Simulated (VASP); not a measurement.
Set up this calculation in VASP 6.6.1, as the native input.

| Property | Result |
| --- | --- |
| Task | single point |
| Functional | r2SCAN0 |
| Potentials or basis | VASP PAW PBE potentials, release 64 (Sb) |
| Cutoff | 520 eV |
| k mesh | 4 × 4 × 4 |
| Occupations | fermi-dirac, width 0.05 eV |
| Spin | no spin polarisation |
| Dipole correction | no |
| Grid for exact exchange (PRECFOCK) | Normal |
| Further INCAR settings | ALGO = Normal; EDIFF = 1e-06; NBANDS = 8 |
| Share of exact exchange | 0.25 |

Sb:

```
Sb
1.0
     3.09549    0.00000    0.00000
     0.00000    3.09549    0.00000
     0.00000    0.00000    3.09549
Sb
1
Direct
  0.00000 0.00000 0.00000
```

This isn't the form of Sb at room conditions, which is rhombohedral.

One way to write it, as run:

POSCAR

```
Sb
1.0
    3.0954921035      0.0000000000      0.0000000000
    0.0000000000      3.0954921035      0.0000000000
    0.0000000000      0.0000000000      3.0954921035
Sb
1
Direct
    0.0000000000      0.0000000000      0.0000000000
```

INCAR.step1

```
PREC = Accurate
ENCUT = 520
EDIFF = 1E-5
ISMEAR = -1
SIGMA = 0.05
LREAL = False
LASPH = True
NELM = 100
ALGO = Normal
ISIF = 2
LWAVE = True
LCHARG = False
NBANDS = 8
GGA = PE
```

INCAR.step2

```
PREC = Accurate
ENCUT = 520
EDIFF = 1E-6
ISMEAR = -1
SIGMA = 0.05
LREAL = False
LASPH = True
NELM = 100
ALGO = Normal
ISIF = 2
LWAVE = False
LCHARG = False
METAGGA = R2SCAN
LHFCALC = True
AEXX = 0.25
LMIXTAU = True
PRECFOCK = Normal
NBANDS = 8
ISTART = 1
```

KPOINTS

```
regular mesh
0
Gamma
  4 4 4
```

Potentials or basis: VASP PAW PBE potentials, release 64 (Sb).

Run with:

```sh
$ cat potpaw_PBE.64/Sb/POTCAR > POTCAR
$ cp INCAR.step1 INCAR
$ mpirun -np 1 vasp_std > vasp.out
$ cp INCAR.step2 INCAR
$ mpirun -np 1 vasp_std > vasp.out
```

Results of the run:

- Pressure: -4.5 GPa
- Band gap on the k mesh: zero (an odd number of electrons rules out a gap without spin polarisation)

Caveat: the k points lie up to 0.51 Å⁻¹ apart, too coarse for converged energies and pressures of a metal; the PAW data sets were made with another functional, which shifts forces and pressure a little; spin-orbit coupling is left out, which moves the levels of the heavy elements.

Wall time 2.3 min on 1 thread of Intel Xeon 8259CL (shared host), peak memory 0.15 GiB.
